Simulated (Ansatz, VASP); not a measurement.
SbPt: VASP beside Ansatz

```xyz
4
Lattice="4.1774 0.0000 0.0000 -2.0887 3.6178 0.0000 0.0000 0.0000 5.5392" Properties=species:S:1:pos:R:3 pbc="T T T"
Sb    2.0887    1.2059    4.1544
Sb    0.0000    2.4118    1.3848
Pt    0.0000    0.0000    2.7696
Pt    0.0000    0.0000    0.0000
```

Alike in both runs: task electric field gradients; functional LDA; k mesh 9 × 9 × 6; occupations fermi-dirac, width 0.05 eV; no spin polarisation.

|  | VASP | Ansatz |
| --- | --- | --- |
| version | VASP 6.6.1 | Ansatz 0.2.0 |
| potentials or method | VASP PAW LDA potentials, release 64 (Sb, Pt) | PAW with Ansatz's default frozen-core files, scalar-relativistic |
| plane-wave cutoff (eV) | 520 | 420 |
| valence electrons in the cell | 30 | 66 |

|  | VASP | Ansatz | Ansatz less VASP |
| --- | --- | --- | --- |
| pressure (GPa) | -4.8 | -5.0 | -0.21 |
| traceless stress, the component that is largest in VASP (GPa) | -0.90 | -1.01 | -0.112 |
| size of Vzz on the site where it differs most (V/Å²) | 116.7 | 54.3 | -62.44 |

LDA's correlation is that of Perdew and Zunger in VASP and of Perdew and Wang (1992) in Ansatz. VASP's potentials hold 30 valence electrons a cell and Ansatz's 66, so a difference there can come from the potentials and not from the codes.

Neither program's run includes spin-orbit coupling.
